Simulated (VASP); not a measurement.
# SnO2 (P4_2/mnm) in VASP: further runs

Runs on SnO2. Level: PBE. Tasks: single point.

Everything below comes from runs of VASP 6.6.1. Logs are shortened: lines on timing, memory, paths and dates and some standing lists are left out, and cuts for length are marked.

## (1) The cell of the first run

Symmetry: P4_2/mnm, No. 136, tetragonal system. Conventional cell: a = 4.827 Å, b = 4.827 Å, c = 3.238 Å, α = 90.00°, β = 90.00°, γ = 90.00°. Sn (site symmetry mmm) has 6 O at 2.09 Å within 2.8 Å. O (site symmetry m2m) has 3 Sn at 2.09 Å and 1 O at 2.64 Å within 2.8 Å.

## (2) Single point, PBE

INCAR

```
ALGO     = Normal         # electronic algorithm
EDIFF    = 1E-6           # SCF threshold, eV
ENCUT    = 520            # plane-wave cutoff, eV
GGA      = PE             # functional
ISIF     = 2              # what is computed and relaxed
ISMEAR   = -1             # smearing method
LASPH    = T              # aspherical terms in the spheres
LCHARG   = F              # write CHGCAR
LREAL    = F              # projectors in reciprocal space
LWAVE    = F              # write WAVECAR
NBANDS   = 35             # bands
NELM     = 80             # most SCF steps
PREC     = Accurate       # precision mode
SIGMA    = 0.05           # smearing width, eV
```

KPOINTS

```
k-points
0
Gamma
  6 6 8
```

POSCAR

```
SnO2
1.0
    4.8270054349      0.0000000000      0.0000000000
    0.0000000000      4.8270054349      0.0000000000
    0.0000000000      0.0000000000      3.2382817878
Sn O
2 4
Direct
    0.5000000000      0.5000000000      0.5000000000
    0.0000000000      0.0000000000      0.0000000000
    0.8065725155      0.1934274845      0.5000000000
    0.6934274845      0.6934274845      0.0000000000
    0.1934274845      0.8065725155      0.5000000000
    0.3065725155      0.3065725155      0.0000000000
```

Potentials or basis: VASP PAW PBE potentials, release 64 (Sn_d, O).

Command:

```sh
$ cat potpaw_PBE.64/Sn_d/POTCAR potpaw_PBE.64/O/POTCAR > POTCAR
$ mpirun -np 1 vasp_std > vasp.out
```

OUTCAR:

```text
EDIFF = 1E-6
   ENCUT = 520
   GGA = PE
   ISIF = 2
   ISMEAR = -1
   LASPH = T
   LREAL = F
   NELM = 80
   PREC = Accurate

 ion  position               nearest neighbor table
   1  0.500  0.500  0.500-   4 2.09   6 2.09   4 2.09   6 2.09   5 2.09   3 2.09
   2  0.000  0.000  0.000-   3 2.09   5 2.09   3 2.09   5 2.09   4 2.09   6 2.09
   3  0.807  0.193  0.500-   2 2.09   2 2.09   1 2.09
   4  0.693  0.693  0.000-   1 2.09   1 2.09   2 2.09
   5  0.193  0.807  0.500-   2 2.09   2 2.09   1 2.09
   6  0.307  0.307  0.000-   1 2.09   1 2.09   2 2.09

  LATTYP: Found a simple tetragonal cell.
 ALAT       =     4.8270054349
 C/A-ratio  =     0.6708676490

  Lattice vectors:

 A1 = (   4.8270054349,   0.0000000000,   0.0000000000)
 A2 = (   0.0000000000,   4.8270054349,   0.0000000000)
 A3 = (   0.0000000000,   0.0000000000,   3.2382817878)

Analysis of symmetry for initial positions (statically):
=====================================================================
 Subroutine PRICEL returns:
 Original cell was already a primitive cell.

 Routine SETGRP: Setting up the symmetry group for a
 simple tetragonal supercell.

 Subroutine GETGRP returns: Found 16 space group operations
 (whereof  8 operations were pure point group operations)
 out of a pool of 16 trial point group operations.

The static configuration has the point symmetry D_2h.
 The point group associated with its full space group is D_4h.

Analysis of symmetry for dynamics (positions and initial velocities):
=====================================================================
 Subroutine PRICEL returns:
 Original cell was already a primitive cell.

 Routine SETGRP: Setting up the symmetry group for a
 simple tetragonal supercell.

 Subroutine GETGRP returns: Found 16 space group operations
 (whereof  8 operations were pure point group operations)
 out of a pool of 16 trial point group operations.

The dynamic configuration has the point symmetry D_2h.
 The point group associated with its full space group is D_4h.

 Subroutine INISYM returns: Found 16 space group operations
 (whereof  8 operations are pure point group operations),
 and found     1 'primitive' translations

----------------------------------------------------------------------------------------

                                     Primitive cell
[... 99 lines left out ...]
   EDIFF  = 0.1E-05   stopping-criterion for ELM
   LREAL  =      F    real-space projection
   EDIFFG = 0.1E-04   stopping-criterion for IOM
   NSW    =      0    number of steps for IOM
   IBRION =     -1    ionic relax: 0-MD 1-quasi-New 2-CG
   NFREE  =      0    steps in history (QN), initial steepest desc. (CG)
   ISIF   =      2    stress and relaxation
   ISYM   =      2    0-nonsym 1-usesym 2-fastsym
   POTIM  = 0.5000    time-step for ionic-motion
   TEBEG  =    0.0;   TEEND  =   0.0 temperature during run
   PSTRESS=    0.0 pullay stress
   NELECT =      52.0000    total number of electrons
   NUPDOWN=      -1.0000    fix difference up-down
   EMIN   =  10.00;   EMAX   =-10.00  energy-range for DOS
   EFERMI =   0.00;   METHOD = LEGACY
   ISMEAR =    -1;   SIGMA  =   0.05  broadening in eV -4-tet -1-fermi 0-gaus
   EFERMI_NEDOS =   21; number of points for ismear=-14 and -15
   IALGO  =     38    algorithm
   IMIX   =      4    mixing-type and parameters
     AMIX     =   0.40;   BMIX     =  1.00
     AMIX_MAG =   1.60;   BMIX_MAG =  1.00
  volume/ion in A,a.u.               =      12.58        84.86
  Fermi-wavevector in a.u.,A,eV,Ry     =   1.446059  2.732654 28.450943  2.091085
  Thomas-Fermi vector in A             =   2.564170
   LORBIT       =      0    0 simple, 1 ext, 2 COOP (PROOUT), +10 PAW based schemes
   GGA     = PE    functional components
   LHFCALC =     F    Hartree Fock is set to
   AEXX    =    0.0000 exact exchange contribution
   IVDW    =     0    specifies the selected vdW correction
   LEPSILON=     F    determine dielectric tensor
   LRPA    =     F    only Hartree local field effects (RPA)
 non-spin polarized calculation
  energy-cutoff  :      520.00
  volume of cell :       75.45
 maximum number of plane-waves:      2060
 NGX is ok and might be reduce to    36
   NGX = 17   NGY = 17   NGZ = 13

 number of electron      52.0000002 magnetization

 Free energy of the ion-electron system (eV)
  ---------------------------------------------------
  ext. energy  EPLUGINS =         0.00000000
  ---------------------------------------------------
  free energy    TOTEN  =       -37.31093970 eV

  energy without entropy =      -37.31093031  energy(sigma->0) =      -37.31093501

 E-fermi :   5.8814     XC(G=0): -10.9767

 val. band max:        5.5328650727   @ k =   0.0000   0.0000   0.0000
 cond. band min:       6.2026275302   @ k =   0.0000   0.0000   0.0000
 fundamental gap:      0.6697624575
 Fermi energy:         5.8813585640

 k-point     1 :       0.0000    0.0000    0.0000
  band No.  band energies     occupation
      1     -15.5027      2.00000
      2     -14.8380      2.00000
      3     -14.6449      2.00000
      4     -14.6177      2.00000
      5     -14.6177      2.00000
      6     -14.5521      2.00000
[... 901 lines left out ...]
     34      17.5202      0.00000
     35      17.8026      0.00000

 [... further k-points ...]

------------------------ aborting loop because EDIFF is reached ----------------------------------------

  FORCE on cell =-STRESS in cart. coord.  units (eV):
  Direction    XX          YY          ZZ          XY          YZ          ZX
  --------------------------------------------------------------------------------------
  -------------------------------------------------------------------------------------
  Total        0.2532612      0.2532612      0.3810947      0.0000000      0.0000000      0.0000000
  in kB        5.3778546      5.3778546      8.0923235      0.0000000      0.0000000      0.0000000
  external PRESSURE =       6.2826776 kB  Pullay stress =       0.0000000 kB

 VOLUME and BASIS-vectors are now :
 -----------------------------------------------------------------------------
  energy-cutoff  :      520.00
  volume of cell :       75.45
      direct lattice vectors                 reciprocal lattice vectors
     4.827005435  0.000000000  0.000000000     0.207167780  0.000000000  0.000000000
     0.000000000  4.827005435  0.000000000     0.000000000  0.207167780  0.000000000
     0.000000000  0.000000000  3.238281788     0.000000000  0.000000000  0.308805739

 POSITION                                       TOTAL-FORCE (eV/Angst)
 -----------------------------------------------------------------------------------
      2.41350      2.41350      1.61914         0.000000     -0.000000      0.000000
      0.00000      0.00000      0.00000         0.000000     -0.000000      0.000000
      3.89333      0.93368      1.61914        -0.011324      0.011324      0.000000
      3.34718      3.34718      0.00000         0.011324      0.011324     -0.000000
      0.93368      3.89333      1.61914         0.011324     -0.011324      0.000000
      1.47983      1.47983      0.00000        -0.011324     -0.011324      0.000000
 -----------------------------------------------------------------------------------
    total drift:                                0.000000      0.000000      0.000000

  FREE ENERGIE OF THE ION-ELECTRON SYSTEM (eV)
  ---------------------------------------------------
  free  energy   TOTEN  =       -37.3109397029 eV

  energy  without entropy=      -37.3109303082  energy(sigma->0) =      -37.31093501
```

It took 54 s on 1 thread of Intel Xeon 6975P-C (Granite Rapids), shared host; peak memory 0.24 GiB.

Results:

| Property | Result |
| --- | --- |
| Free energy | -37.3109 eV |
| Pressure | 0.6 GPa |
| Largest force | 0.016 eV/Å |
| Band gap on the k mesh | 0.67 eV |

Forces on the atoms (eV/Å):
```
Sn   0.000  0.000  0.000
Sn   0.000  0.000  0.000
O   -0.011  0.011  0.000
O    0.011  0.011  0.000
O    0.011 -0.011  0.000
O   -0.011 -0.011  0.000
```

Levels at points of the mesh, in eV from the valence-band top:
| k point | band 23 | band 24 | band 25 | band 26 | band 27 | band 28 | band 29 | band 30 |
| --- | --- | --- | --- | --- | --- | --- | --- | --- |
| (0.00, 0.00, 0.00) | -1.26 | -0.74 | -0.74 | 0.00 | 0.67 | 5.69 | 6.06 | 6.06 |
| (0.50, 0.00, 0.00) | -1.21 | -1.21 | -0.61 | -0.61 | 3.88 | 3.88 | 6.80 | 6.80 |
| (0.50, 0.50, 0.00) | -1.33 | -1.33 | -0.85 | -0.85 | 4.27 | 4.27 | 7.15 | 7.15 |
| (0.00, 0.00, 0.50) | -1.53 | -1.53 | -1.18 | -1.18 | 5.59 | 5.59 | 9.36 | 9.36 |
| (0.50, 0.00, 0.50) | -1.02 | -1.02 | -0.75 | -0.75 | 5.85 | 5.85 | 7.61 | 7.61 |
| (0.50, 0.50, 0.50) | -0.92 | -0.92 | -0.78 | -0.78 | 4.35 | 4.35 | 8.61 | 8.61 |

Caveat: spin-orbit coupling is left out, which moves the levels of the heavy elements. As with any semilocal functional, this PBE gap is likely too small.

## (3) Single point, PBE

INCAR

```
SYSTEM = SnO2
PREC = Accurate ; ENCUT = 520
EDIFF = 1E-7 ; ISMEAR = -1
SIGMA = 0.05 ; LREAL = .FALSE.
LASPH = .TRUE. ; NELM = 80
ALGO = Normal ; ISIF = 2
LWAVE = .FALSE. ; LCHARG = .FALSE.
GGA = PE ; NBANDS = 35
```

KPOINTS

```
regular mesh
0
G
  6 6 8
  0 0 0
```

POSCAR

```
SnO2
1.0
    4.8275210330      0.0000000000      0.0000000000
    0.0000000000      4.8275210330      0.0000000000
    0.0000000000      0.0000000000      3.2380466318
Sn O
2 4
Direct
    0.5000000000      0.5000000000      0.5000000000
    0.0000000000      0.0000000000      0.0000000000
    0.8065894775      0.1934105225      0.5000000000
    0.6934105225      0.6934105225      0.0000000000
    0.1934105225      0.8065894775      0.5000000000
    0.3065894775      0.3065894775      0.0000000000
```

Potentials or basis: VASP PAW PBE potentials, release 64 (Sn_d, O).

Command:

```sh
$ cat potpaw_PBE.64/Sn_d/POTCAR potpaw_PBE.64/O/POTCAR > POTCAR
$ mpirun -np 1 vasp_std > vasp.out
```

OUTCAR:

```text
SYSTEM = SnO2
   PREC = Accurate
   ENCUT = 520
   EDIFF = 1E-7
   ISMEAR = -1
   LREAL = .FALSE.
   LASPH = .TRUE.
   NELM = 80
   ISIF = 2
   GGA = PE

 ion  position               nearest neighbor table
   1  0.500  0.500  0.500-   4 2.09   6 2.09   4 2.09   6 2.09   5 2.09   3 2.09
   2  0.000  0.000  0.000-   3 2.09   5 2.09   3 2.09   5 2.09   4 2.09   6 2.09
   3  0.807  0.193  0.500-   2 2.09   2 2.09   1 2.09
   4  0.693  0.693  0.000-   1 2.09   1 2.09   2 2.09
   5  0.193  0.807  0.500-   2 2.09   2 2.09   1 2.09
   6  0.307  0.307  0.000-   1 2.09   1 2.09   2 2.09

  LATTYP: Found a simple tetragonal cell.
 ALAT       =     4.8275210330
 C/A-ratio  =     0.6707472862

  Lattice vectors:

 A1 = (   4.8275210330,   0.0000000000,   0.0000000000)
 A2 = (   0.0000000000,   4.8275210330,   0.0000000000)
 A3 = (   0.0000000000,   0.0000000000,   3.2380466318)

Analysis of symmetry for initial positions (statically):
=====================================================================
 Subroutine PRICEL returns:
 Original cell was already a primitive cell.

 Routine SETGRP: Setting up the symmetry group for a
 simple tetragonal supercell.

 Subroutine GETGRP returns: Found 16 space group operations
 (whereof  8 operations were pure point group operations)
 out of a pool of 16 trial point group operations.

The static configuration has the point symmetry D_2h.
 The point group associated with its full space group is D_4h.

Analysis of symmetry for dynamics (positions and initial velocities):
=====================================================================
 Subroutine PRICEL returns:
 Original cell was already a primitive cell.

 Routine SETGRP: Setting up the symmetry group for a
 simple tetragonal supercell.

 Subroutine GETGRP returns: Found 16 space group operations
 (whereof  8 operations were pure point group operations)
 out of a pool of 16 trial point group operations.

[... 131 lines left out ...]
  Fermi-wavevector in a.u.,A,eV,Ry     =   1.445991  2.732526 28.448268  2.090889
  Thomas-Fermi vector in A             =   2.564110
   LORBIT       =      0    0 simple, 1 ext, 2 COOP (PROOUT), +10 PAW based schemes
   GGA     = PE    functional components
   LHFCALC =     F    Hartree Fock is set to
   AEXX    =    0.0000 exact exchange contribution
   IVDW    =     0    specifies the selected vdW correction
   LEPSILON=     F    determine dielectric tensor
   LRPA    =     F    only Hartree local field effects (RPA)
 non-spin polarized calculation
  energy-cutoff  :      520.00
  volume of cell :       75.46
 maximum number of plane-waves:      2068
 NGX is ok and might be reduce to    36
   NGX = 17   NGY = 17   NGZ = 13

 number of electron      52.0000002 magnetization

 Free energy of the ion-electron system (eV)
  ---------------------------------------------------
  ext. energy  EPLUGINS =         0.00000000
  ---------------------------------------------------
  free energy    TOTEN  =       -37.31098771 eV

  energy without entropy =      -37.31097827  energy(sigma->0) =      -37.31098299

 E-fermi :   5.8795     XC(G=0): -10.9759

 val. band max:        5.5312116936   @ k =   0.0000   0.0000   0.0000
 cond. band min:       6.2004694637   @ k =   0.0000   0.0000   0.0000
 fundamental gap:      0.6692577701
 Fermi energy:         5.8794618306

 k-point     1 :       0.0000    0.0000    0.0000
  band No.  band energies     occupation
      1     -15.5043      2.00000
      2     -14.8402      2.00000
      3     -14.6467      2.00000
      4     -14.6195      2.00000
      5     -14.6195      2.00000
      6     -14.5537      2.00000
[... 901 lines left out ...]
     34      17.5166      0.00000
     35      17.8001      0.00000

 [... further k-points ...]

------------------------ aborting loop because EDIFF is reached ----------------------------------------

  FORCE on cell =-STRESS in cart. coord.  units (eV):
  Direction    XX          YY          ZZ          XY          YZ          ZX
  --------------------------------------------------------------------------------------
  -------------------------------------------------------------------------------------
  Total        0.2379251      0.2379251      0.3807833     -0.0000000      0.0000000      0.0000000
  in kB        5.0514893      5.0514893      8.0845728     -0.0000000      0.0000000      0.0000000
  external PRESSURE =       6.0625171 kB  Pullay stress =       0.0000000 kB

 VOLUME and BASIS-vectors are now :
 -----------------------------------------------------------------------------
  energy-cutoff  :      520.00
  volume of cell :       75.46
      direct lattice vectors                 reciprocal lattice vectors
     4.827521033  0.000000000  0.000000000     0.207145654  0.000000000  0.000000000
     0.000000000  4.827521033  0.000000000     0.000000000  0.207145654  0.000000000
     0.000000000  0.000000000  3.238046632     0.000000000  0.000000000  0.308828165

 POSITION                                       TOTAL-FORCE (eV/Angst)
 -----------------------------------------------------------------------------------
      2.41376      2.41376      1.61902         0.000000     -0.000000     -0.000000
      0.00000      0.00000      0.00000         0.000000     -0.000000     -0.000000
      3.89383      0.93369      1.61902        -0.012888      0.012888     -0.000000
      3.34745      3.34745      0.00000         0.012888      0.012888     -0.000000
      0.93369      3.89383      1.61902         0.012888     -0.012888      0.000000
      1.48007      1.48007      0.00000        -0.012888     -0.012888      0.000000
 -----------------------------------------------------------------------------------
    total drift:                                0.000000      0.000000      0.000000

  FREE ENERGIE OF THE ION-ELECTRON SYSTEM (eV)
  ---------------------------------------------------
  free  energy   TOTEN  =       -37.3109877123 eV

  energy  without entropy=      -37.3109782739  energy(sigma->0) =      -37.31098299
```

OSZICAR:

```text
N       E                     dE             d eps       ncg     rms          rms(c)
DAV:   1     0.630871822783E+03    0.63087E+03   -0.25488E+04  3916   0.229E+03
DAV:   2     0.594413482072E+02   -0.57143E+03   -0.53981E+03  3732   0.611E+02
DAV:   3    -0.381710840268E+02   -0.97612E+02   -0.96018E+02  3868   0.208E+02
DAV:   4    -0.433129357804E+02   -0.51419E+01   -0.51030E+01  4389   0.515E+01
DAV:   5    -0.434459130406E+02   -0.13298E+00   -0.13275E+00  4315   0.878E+00    0.156E+01
DAV:   6    -0.372368954888E+02    0.62090E+01   -0.17619E+01  5504   0.643E+01    0.603E+00
DAV:   7    -0.373416982599E+02   -0.10480E+00   -0.20207E+00  4019   0.787E+00    0.317E+00
DAV:   8    -0.373181227114E+02    0.23576E-01   -0.18704E-01  5277   0.388E+00    0.741E-01
DAV:   9    -0.373101196493E+02    0.80031E-02   -0.35475E-02  5708   0.281E+00    0.129E-01
DAV:  10    -0.373109064788E+02   -0.78683E-03   -0.41131E-03  4528   0.570E-01    0.461E-02
DAV:  11    -0.373109891114E+02   -0.82633E-04   -0.20338E-04  5415   0.123E-01    0.197E-02
DAV:  12    -0.373109903987E+02   -0.12873E-05   -0.14479E-05  5215   0.269E-02    0.132E-02
DAV:  13    -0.373109872900E+02    0.31087E-05   -0.87398E-06  4947   0.384E-02    0.240E-03
DAV:  14    -0.373109875627E+02   -0.27279E-06   -0.66236E-07  4117   0.557E-03    0.150E-03
DAV:  15    -0.373109876906E+02   -0.12783E-06   -0.29259E-08  2439   0.130E-03    0.538E-04
DAV:  16    -0.373109877123E+02   -0.21724E-07   -0.76656E-09  2141   0.122E-03
   1 F= -.37310988E+02 E0= -.37310983E+02  d E =-.943840E-05
```

stdout:

```text
POSCAR found type information on POSCAR SnO
 POSCAR found :  2 types and       6 ions
 scaLAPACK will be used
 LDA part: xc-table for (Slater+PW92), standard interpolation
 POSCAR, INCAR and KPOINTS ok, starting setup
 FFT: planning ... GRIDC
 FFT: planning ... GRID_SOFT
 FFT: planning ... GRID
 WAVECAR not read
 entering main loop
```

Run time: 62 s. Hardware: 1 thread of Intel Xeon 6975P-C (Granite Rapids), shared host; peak memory 0.24 GiB.

Results:

| Item | Value |
| --- | --- |
| Free energy | -37.3110 eV |
| Pressure | 0.6 GPa |
| Largest force | 0.018 eV/Å |
| Band gap on the k mesh | 0.67 eV |

Forces in eV/Å, atoms in the order of the input:
```
Sn   0.000  0.000  0.000
Sn   0.000  0.000  0.000
O   -0.013  0.013  0.000
O    0.013  0.013  0.000
O    0.013 -0.013  0.000
O   -0.013 -0.013  0.000
```

Stress tensor (GPa, compression positive):
```
0.51 0.00 0.00
0.00 0.51 0.00
0.00 0.00 0.81
```

Levels at points of the mesh, in eV from the valence-band top:
```
           k point  band 24  band 25  band 26  band 27  band 28  band 29
(0.00, 0.00, 0.00)    -0.74    -0.74     0.00     0.67     5.69     6.06
(0.50, 0.00, 0.00)    -1.21    -0.61    -0.61     3.88     3.88     6.81
(0.50, 0.50, 0.00)    -1.33    -0.85    -0.85     4.27     4.27     7.15
(0.00, 0.00, 0.50)    -1.53    -1.18    -1.18     5.59     5.59     9.36
(0.50, 0.00, 0.50)    -1.02    -0.75    -0.75     5.85     5.85     7.60
(0.50, 0.50, 0.50)    -0.92    -0.78    -0.78     4.35     4.35     8.61
```

Caveat: spin-orbit coupling is left out, which moves the levels of the heavy elements.

(Part 1 of 2 ends here.)
